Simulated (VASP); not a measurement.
# MgS (Fm-3m) in VASP: a series of runs

Runs on MgS. Level: LDA. Tasks: single point, relaxation of cell and atoms.

Everything below comes from runs of VASP 6.6.1. Logs are shortened: lines on timing, memory, paths and dates and some standing lists are left out, and cuts for length are marked.

## (1) The cell of the first run

The structure is cubic, space group Fm-3m (No. 225). Conventional cell: a = 5.209 Å, b = 5.209 Å, c = 5.209 Å, α = 90.00°, β = 90.00°, γ = 90.00°. Mg (site symmetry m-3m) has 6 S at 2.60 Å within 3.4 Å. Within 3.4 Å of S (site symmetry m-3m) lie 6 Mg at 2.60 Å.

## (2) Single point, LDA

Input file INCAR:

```
PREC = Accurate
ENCUT = 600
EDIFF = 1E-6
ISMEAR = 0
SIGMA = 0.1
LREAL = F
LASPH = T
NELM = 120
ALGO = Normal
ISIF = 2
LWAVE = F
LCHARG = F
NBANDS = 11
GGA_COMPAT = F
```

Input file KPOINTS:

```
regular mesh
0
Gamma
  6 6 6
```

Input file POSCAR:

```
MgS
1.0
    0.0000000000      2.6043975600      2.6043975600
    2.6043975600      0.0000000000      2.6043975600
    2.6043975600      2.6043975600      0.0000000000
Mg S
1 1
Direct
    0.0000000000      0.0000000000      0.0000000000
    0.5000000000      0.5000000000      0.5000000000
```

Potentials or basis: VASP PAW LDA potentials, release 64 (Mg, S).

The run is started by

```bash
$ cat potpaw_LDA.64/Mg/POTCAR potpaw_LDA.64/S/POTCAR > POTCAR
$ mpirun -np 1 vasp_std > vasp.out
```

OUTCAR:

```text
PREC = Accurate
   ENCUT = 600
   EDIFF = 1E-6
   ISMEAR = 0
   LREAL = F
   LASPH = T
   NELM = 120
   ISIF = 2

 ion  position               nearest neighbor table
   1  0.000  0.000  0.000-   2 2.60   2 2.60   2 2.60   2 2.60   2 2.60   2 2.60
   2  0.500  0.500  0.500-   1 2.60   1 2.60   1 2.60   1 2.60   1 2.60   1 2.60

  LATTYP: Found a face centered cubic cell.
 ALAT       =     5.2087951200

  Lattice vectors:

 A1 = (   0.0000000000,   2.6043975600,   2.6043975600)
 A2 = (   2.6043975600,   0.0000000000,   2.6043975600)
 A3 = (   2.6043975600,   2.6043975600,   0.0000000000)

Analysis of symmetry for initial positions (statically):
=====================================================================
 Subroutine PRICEL returns:
 Original cell was already a primitive cell.

 Routine SETGRP: Setting up the symmetry group for a
 face centered cubic supercell.

 Subroutine GETGRP returns: Found 48 space group operations
 (whereof 48 operations were pure point group operations)
 out of a pool of 48 trial point group operations.

The static configuration has the point symmetry O_h .

Analysis of symmetry for dynamics (positions and initial velocities):
=====================================================================
 Subroutine PRICEL returns:
 Original cell was already a primitive cell.

 Routine SETGRP: Setting up the symmetry group for a
 face centered cubic supercell.

 Subroutine GETGRP returns: Found 48 space group operations
 (whereof 48 operations were pure point group operations)
 out of a pool of 48 trial point group operations.

The dynamic configuration has the point symmetry O_h .

 Subroutine INISYM returns: Found 48 space group operations
 (whereof 48 operations are pure point group operations),
 and found     1 'primitive' translations

----------------------------------------------------------------------------------------

                                     Primitive cell

  volume of cell :      35.3307

  direct lattice vectors                    reciprocal lattice vectors
     0.000000000  2.604397560  2.604397560    -0.191982978  0.191982978  0.191982978
     2.604397560  0.000000000  2.604397560     0.191982978 -0.191982978  0.191982978
     2.604397560  2.604397560  0.000000000     0.191982978  0.191982978 -0.191982978

  length of vectors
     3.683174351  3.683174351  3.683174351     0.332524272  0.332524272  0.332524272

  position of ions in fractional coordinates (direct lattice)
     0.000000000  0.000000000  0.000000000
     0.500000000  0.500000000  0.500000000

  ion indices of the primitive-cell ions
   primitive index   ion index
                 1           1
                 2           2

----------------------------------------------------------------------------------------

 KPOINTS: regular mesh

Automatic generation of k-mesh.
 Grid dimensions read from file:
 generate k-points for:    6    6    6

 Generating k-lattice:

  Cartesian coordinates                     Fractional coordinates (reciprocal lattice)
    -0.031997163  0.031997163  0.031997163     0.166666667  0.000000000  0.000000000
     0.031997163 -0.031997163  0.031997163     0.000000000  0.166666667  0.000000000
     0.031997163  0.031997163 -0.031997163     0.000000000  0.000000000  0.166666667

  Length of vectors
     0.055420712  0.055420712  0.055420712

  Shift w.r.t. Gamma in fractional coordinates (k-lattice)
     0.000000000  0.000000000  0.000000000

 Subroutine IBZKPT returns following result:
 ===========================================

 Found     16 irreducible k-points:

 Following reciprocal coordinates:
            Coordinates               Weight
  0.000000  0.000000  0.000000      1.000000
  0.166667  0.000000  0.000000      8.000000
  0.333333  0.000000  0.000000      8.000000
  0.500000  0.000000  0.000000      4.000000
  0.166667  0.166667  0.000000      6.000000
  0.333333  0.166667  0.000000     24.000000
[... 8 lines left out ...]
 -0.333333  0.333333  0.166667     24.000000
 -0.333333  0.500000  0.166667     12.000000
   k-points           NKPTS =     16   k-points in BZ     NKDIM =     16   number of bands    NBANDS=     11
   number of dos      NEDOS =    301   number of ions     NIONS =      2
   total plane-waves  NPLWV =  27000
   dimension x,y,z NGX =    30 NGY =   30 NGZ =   30
   dimension x,y,z NGXF=    60 NGYF=   60 NGZF=   60
   ions per type =               1   1
   NGX,Y,Z   is equivalent  to a cutoff of  13.54, 13.54, 13.54 a.u.
   NGXF,Y,Z  is equivalent  to a cutoff of  27.08, 27.08, 27.08 a.u.
 SYSTEM =  unknown system
   PREC   = accura    normal or accurate (medium, high low for compatibility)
   ISTART =      0    job   : 0-new  1-cont  2-samecut
   ICHARG =      2    charge: 1-file 2-atom 10-const
   ISPIN  =      1    spin polarized calculation?
   LNONCOLLINEAR =      F non collinear calculations
   LSORBIT =      F    spin-orbit coupling
   LASPH  =      T    aspherical Exc in radial PAW
   ENCUT  =  600.0 eV  44.10 Ry    6.64 a.u.   7.36  7.36  7.36*2*pi/ulx,y,z
   NELM   =    120;   NELMIN=  2; NELMDL= -5     # of ELM steps
   EDIFF  = 0.1E-05   stopping-criterion for ELM
   LREAL  =      F    real-space projection
   EDIFFG = 0.1E-04   stopping-criterion for IOM
   NSW    =      0    number of steps for IOM
   IBRION =     -1    ionic relax: 0-MD 1-quasi-New 2-CG
   NFREE  =      0    steps in history (QN), initial steepest desc. (CG)
   ISIF   =      2    stress and relaxation
   ISYM   =      2    0-nonsym 1-usesym 2-fastsym
   POTIM  = 0.5000    time-step for ionic-motion
   TEBEG  =    0.0;   TEEND  =   0.0 temperature during run
   PSTRESS=    0.0 pullay stress
   NELECT =       8.0000    total number of electrons
   NUPDOWN=      -1.0000    fix difference up-down
   EMIN   =  10.00;   EMAX   =-10.00  energy-range for DOS
   EFERMI =   0.00;   METHOD = LEGACY
   ISMEAR =     0;   SIGMA  =   0.10  broadening in eV -4-tet -1-fermi 0-gaus
   EFERMI_NEDOS =   21; number of points for ismear=-14 and -15
   IALGO  =     38    algorithm
   IMIX   =      4    mixing-type and parameters
     AMIX     =   0.40;   BMIX     =  1.00
     AMIX_MAG =   1.60;   BMIX_MAG =  1.00
  volume/ion in A,a.u.               =      17.67       119.21
  Fermi-wavevector in a.u.,A,eV,Ry     =   0.997825  1.885615 13.546695  0.995654
  Thomas-Fermi vector in A             =   2.130007
   LORBIT       =      0    0 simple, 1 ext, 2 COOP (PROOUT), +10 PAW based schemes
   GGA     = CA    functional components
   LHFCALC =     F    Hartree Fock is set to
   AEXX    =    0.0000 exact exchange contribution
   IVDW    =     0    specifies the selected vdW correction
   LEPSILON=     F    determine dielectric tensor
   LRPA    =     F    only Hartree local field effects (RPA)
 non-spin polarized calculation
 Gauss-broadening in eV      SIGMA  =   0.10
  energy-cutoff  :      600.00
  volume of cell :       35.33
 maximum number of plane-waves:      1243
 NGX is ok and might be reduce to    30
   NGX = 15   NGY = 15   NGZ = 15

 number of electron       7.9999999 magnetization

 Free energy of the ion-electron system (eV)
  ---------------------------------------------------
  ext. energy  EPLUGINS =         0.00000000
  ---------------------------------------------------
  free energy    TOTEN  =        -9.56590454 eV

  energy without entropy =       -9.56590454  energy(sigma->0) =       -9.56590454

 E-fermi :   4.0578     XC(G=0):  -9.9745

 val. band max:        3.5547146655   @ k =   0.0000   0.0000   0.0000
 cond. band min:       6.1035521184   @ k =   0.5000   0.5000   0.0000
 fundamental gap:      2.5488374529
 Fermi energy:         4.0577949895

 k-point     1 :       0.0000    0.0000    0.0000
  band No.  band energies     occupation
      1      -9.0676      2.00000
      2       3.5547      2.00000
      3       3.5547      2.00000
      4       3.5547      2.00000
      5       7.0206      0.00000
      6      11.3920      0.00000
      7      11.3920      0.00000
      8      11.3920      0.00000
      9      13.8148      0.00000
     10      13.8148      0.00000
     11      15.8986      0.00000

 k-point     2 :       0.1667    0.0000    0.0000
  band No.  band energies     occupation
      1      -8.8011      2.00000
      2       1.8903      2.00000
      3       3.3853      2.00000
      4       3.3853      2.00000
      5       8.1458      0.00000
      6      11.0730      0.00000
      7      11.6393      0.00000
      8      11.6393      0.00000
      9      13.0630      0.00000
     10      13.0630      0.00000
     11      15.6705      0.00000

 k-point     3 :       0.3333    0.0000    0.0000
  band No.  band energies     occupation
      1      -8.1557      2.00000
      2      -0.3387      2.00000
      3       3.0930      2.00000
      4       3.0930      2.00000
      5       8.1526      0.00000
      6      10.7282      0.00000
      7      10.7282      0.00000
      8      12.6737      0.00000
      9      14.8353      0.00000
     10      14.9452      0.00000
     11      14.9452      0.00000

 k-point     4 :       0.5000    0.0000    0.0000
  band No.  band energies     occupation
      1      -7.7412      2.00000
      2      -1.3376      2.00000
      3       2.9646      2.00000
      4       2.9646      2.00000
      5       7.9247      0.00000
      6      10.2902      0.00000
      7      10.2902      0.00000
      8      13.3626      0.00000
      9      15.4781      0.00000
     10      17.9160      0.00000
     11      17.9160      0.00000
[... 127 lines left out ...]
 k-point    14 :       0.5000    0.3333    0.1667
  band No.  band energies     occupation
      1      -7.7157      2.00000
      2      -0.1799      2.00000
      3       1.3337      2.00000
      4       2.3035      2.00000
      5       8.6382      0.00000
      6      10.0532      0.00000
      7      10.6890      0.00000
      8      13.1976      0.00000
      9      14.9509      0.00000
     10      18.1617      0.00000
     11      18.7256      0.00000

 k-point    15 :      -0.3333    0.3333    0.1667
  band No.  band energies     occupation
      1      -7.4343      2.00000
      2      -0.4220      2.00000
      3       0.8086      2.00000
      4       1.9422      2.00000
      5       8.6911      0.00000
      6      10.1063      0.00000
      7      12.1044      0.00000
      8      12.3099      0.00000
      9      15.5915      0.00000
     10      17.1597      0.00000
     11      19.1865      0.00000

 k-point    16 :      -0.3333    0.5000    0.1667
  band No.  band energies     occupation
      1      -7.3304      2.00000
      2      -0.2378      2.00000
      3       0.9425      2.00000
      4       1.2960      2.00000
      5       7.7666      0.00000
      6       9.6537      0.00000
      7      12.5072      0.00000
      8      13.2095      0.00000
      9      17.0439      0.00000
     10      18.3436      0.00000
     11      18.8441      0.00000

------------------------ aborting loop because EDIFF is reached ----------------------------------------

  FORCE on cell =-STRESS in cart. coord.  units (eV):
  Direction    XX          YY          ZZ          XY          YZ          ZX
  --------------------------------------------------------------------------------------
  -------------------------------------------------------------------------------------
  Total       -0.8859055     -0.8859055     -0.8859055     -0.0000000      0.0000000     -0.0000000
  in kB      -40.1740998    -40.1740998    -40.1740998     -0.0000000      0.0000000     -0.0000000
  external PRESSURE =     -40.1740998 kB  Pullay stress =       0.0000000 kB

 VOLUME and BASIS-vectors are now :
 -----------------------------------------------------------------------------
  energy-cutoff  :      600.00
  volume of cell :       35.33
      direct lattice vectors                 reciprocal lattice vectors
     0.000000000  2.604397560  2.604397560    -0.191982978  0.191982978  0.191982978
     2.604397560  0.000000000  2.604397560     0.191982978 -0.191982978  0.191982978
     2.604397560  2.604397560  0.000000000     0.191982978  0.191982978 -0.191982978

 POSITION                                       TOTAL-FORCE (eV/Angst)
 -----------------------------------------------------------------------------------
      0.00000      0.00000      0.00000        -0.000000     -0.000000     -0.000000
      2.60440      2.60440      2.60440         0.000000      0.000000      0.000000
 -----------------------------------------------------------------------------------
    total drift:                               -0.000000     -0.000000      0.000000

  FREE ENERGIE OF THE ION-ELECTRON SYSTEM (eV)
  ---------------------------------------------------
  free  energy   TOTEN  =        -9.5659045425 eV

  energy  without entropy=       -9.5659045425  energy(sigma->0) =       -9.56590454
```

It took 5.4 s on 1 thread of Intel Xeon Platinum 8488C (Sapphire Rapids), shared host; peak memory 0.15 GiB.

Results:

- Free energy: -9.5659 eV
- Pressure: -4.0 GPa
- Band gap on the k mesh: 2.55 eV (least direct gap 3.47 eV)

Caveat: the cell stands under tension.

## (3) Single point, LDA

This run uses another cell than the first one, of 16.88 Å³/atom.

Input file INCAR:

```
SYSTEM = MgS
PREC     = Accurate       ! precision mode
ENCUT    = 600            ! plane-wave cutoff, eV
EDIFF    = 1E-6           ! SCF threshold, eV
ISMEAR   = 0              ! smearing method
SIGMA    = 0.02           ! smearing width, eV
LREAL    = .FALSE.        ! projectors in reciprocal space
LASPH    = .TRUE.         ! aspherical terms in the spheres
NELM     = 120            ! most SCF steps
ALGO     = Normal         ! electronic algorithm
ISIF     = 2              ! what is computed and relaxed
LWAVE    = .FALSE.        ! write WAVECAR
LCHARG   = .TRUE.         ! write CHGCAR
GGA      = CA             ! functional
LELF     = .TRUE.         ! ELF
LVHAR    = .TRUE.       
NBANDS   = 11             ! bands
GGA_COMPAT= .FALSE.
```

Input file KPOINTS:

```
Automatic mesh
0
G
  6 6 6
  0 0 0
```

Input file POSCAR:

```
MgS
1.0
    0.0000000000      2.5651912562      2.5651912562
    2.5651912562      0.0000000000      2.5651912562
    2.5651912562      2.5651912562      0.0000000000
Mg S
1 1
Direct
    0.0000000000      0.0000000000      0.0000000000
    0.5000000000      0.5000000000      0.5000000000
```

Potentials or basis: VASP PAW LDA potentials, release 64 (Mg, S).

The run is started by

```bash
$ cat potpaw_LDA.64/Mg/POTCAR potpaw_LDA.64/S/POTCAR > POTCAR
$ mpirun -np 1 vasp_std > vasp.out
```

It took 6.4 s on 1 thread of Intel Xeon Platinum 8488C (Sapphire Rapids), shared host; peak memory 0.14 GiB.

It converged, with:

```yaml
Free_energy: -9.5890 eV
Pressure: -0.6 GPa
Band_gap_on_the_k_mesh: 2.64 eV (least direct gap 3.83 eV)
```

Levels at points of the mesh, in eV from the valence-band top:
```csv
k point,band 1,band 2,band 3,band 4,band 5,band 6,band 7,band 8,band 9
"(0.00, 0.00, 0.00)",-12.89,0.00,0.00,0.00,3.83,7.80,7.80,7.80,10.31
"(0.50, 0.00, 0.00)",-11.44,-5.14,-0.64,-0.64,4.44,6.79,6.79,10.30,12.19
"(0.50, 0.50, 0.00)",-11.03,-4.48,-1.81,-1.81,2.64,4.12,12.21,12.87,13.53
```

A k mesh can miss the band edges.

(Continued in part 2 of 2.)
